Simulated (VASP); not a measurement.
Wanted: the native input for a VASP 6.6.1 run.

```
Task                   : single point
Functional             : PBE
Potentials or basis    : VASP PAW PBE potentials, release 64 (Ge_d, Bi_d, O)
Cutoff                 : 520 eV
k mesh                 : 10 × 10 × 6
Occupations            : gaussian, width 0.1 eV
Spin                   : no spin polarisation
Dipole correction      : no
Further INCAR settings : ALGO = Normal; EDIFF = 1e-06; NBANDS = 36
```

The structure of GeBiO4 lies in POSCAR:

```
GeBiO4
1.0
    4.0641868001      0.0000000000      0.0000000000
    0.0000000000      4.0641868001      0.0000000000
    0.0000000000      0.0000000000      6.3559964406
Ge Bi O
1 1 4
Direct
    0.5000000000      0.5000000000      0.5000000000
    0.0000000000      0.0000000000      0.0000000000
    0.5000000000      0.0000000000      0.0000000000
    0.0000000000      0.5000000000      0.0000000000
    0.0000000000      0.0000000000      0.3825044539
    0.0000000000      0.0000000000      0.6174955461
```

These files were run (other wordings do the same):

INCAR

```
SYSTEM = GeBiO4
PREC = Accurate
ENCUT = 520
EDIFF = 1E-6
ISMEAR = 0
SIGMA = 0.1
LREAL = .FALSE.
LASPH = .TRUE.
NELM = 80
ALGO = Normal
ISIF = 2
LWAVE = .FALSE.
LCHARG = .FALSE.
GGA = PE
NBANDS = 36
```

KPOINTS

```
Automatic mesh
0
G
  10 10 6
  0 0 0
```

Potentials or basis: VASP PAW PBE potentials, release 64 (Ge_d, Bi_d, O).

Command:

```sh
$ cat potpaw_PBE.64/Ge_d/POTCAR potpaw_PBE.64/Bi_d/POTCAR potpaw_PBE.64/O/POTCAR > POTCAR
$ mpirun -np 1 vasp_std > vasp.out
```

Results of the run:

| Item | Value |
| --- | --- |
| Pressure | 0.2 GPa |
| Largest force | 0.175 eV/Å |

Caveat: an odd number of electrons without spin polarisation forces a metal; a magnetic or distorted state may lie lower.

Wall time 11 min on 1 thread of Intel Xeon 8259CL, on a shared host, peak memory 0.39 GiB.
